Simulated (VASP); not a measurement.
Input of a VASP 6.6.1 run:

File INCAR:

```
SYSTEM = LiSi16
PREC = Accurate
ENCUT = 520
EDIFF = 1E-7
ISMEAR = 0
SIGMA = 0.02
LREAL = Auto
LASPH = .True.
NELM = 60
ALGO = Normal
ISIF = 2
LWAVE = .False.
LCHARG = .True.
GGA = PE
IVDW = 12
LELF = .True.
LVHAR = .True.
NELECT = 66.0
NBANDS = 48
```

KPOINTS

```
Automatic mesh
0
Gamma
  2 2 2
  0 0 0
```

Contents of POSCAR:

```
LiSi16
1.0
    0.0000000000      5.4300000000      5.4300000000
    5.4300000000      0.0000000000      5.4300000000
    5.4300000000      5.4300000000      0.0000000000
Si Li
16 1
Direct
   -0.0047008287      0.0053945672     -0.0001910681
    0.1302511050      0.1267687845      0.1171326888
    0.0223822284     -0.0069496317      0.4924387661
    0.1302504604      0.1267685083      0.6261589319
   -0.0046983425      0.5004187845     -0.0001924494
    0.1034925414      0.6326800184      0.1320698895
   -0.0046989871      0.5004186924      0.5047844383
    0.1302521179      0.6177440147      0.6261578269
    0.5065759669      0.0054651013     -0.0165802026
    0.6218546041      0.1365980663      0.1209302947
    0.5065751381      0.0054655617      0.5048523020
    0.6521285451      0.1164685083      0.6158581952
    0.4760778085      0.5084849908      0.0078750460
    0.6218576427      0.6215386740      0.1209267035
    0.5065772560      0.4840319521      0.5048518416
    0.6218569982      0.6215393186      0.6359897790
    0.4606196133      0.8469708103      0.3463612339
```

Potentials or basis: VASP PAW PBE potentials, release 64 (Si, Li_sv).

Run with:

```bash
$ cat potpaw_PBE.64/Si/POTCAR potpaw_PBE.64/Li_sv/POTCAR > POTCAR
$ mpirun -np 1 vasp_std > vasp.out
```

Problem. Estimate the dispersion energy per atom.

Solution. -0.321 eV.

Problem. Estimate the largest force.

Solution. 0.738 eV/Å.

Forces on the atoms (eV/Å):
```
Si  -0.033  0.033  0.009
Si  -0.015  0.018  0.015
Si  -0.008  0.008  0.008
Si  -0.018  0.015  0.015
Si  -0.009  0.033  0.033
Si  -0.043  0.043  0.043
Si  -0.033  0.009  0.033
Si  -0.015  0.015  0.018
Si  -0.040  0.042  0.040
Si  -0.041  0.041  0.011
Si  -0.042  0.040  0.040
Si   0.001 -0.001 -0.001
Si  -0.040  0.040  0.040
Si  -0.011  0.041  0.041
Si  -0.040  0.040  0.042
Si  -0.041  0.011  0.041
Li   0.426 -0.426 -0.426
```

Caveat: the k points lie up to 0.50 Å⁻¹ apart; the cell carries a net charge on a neutralising background, which shifts energy and pressure.
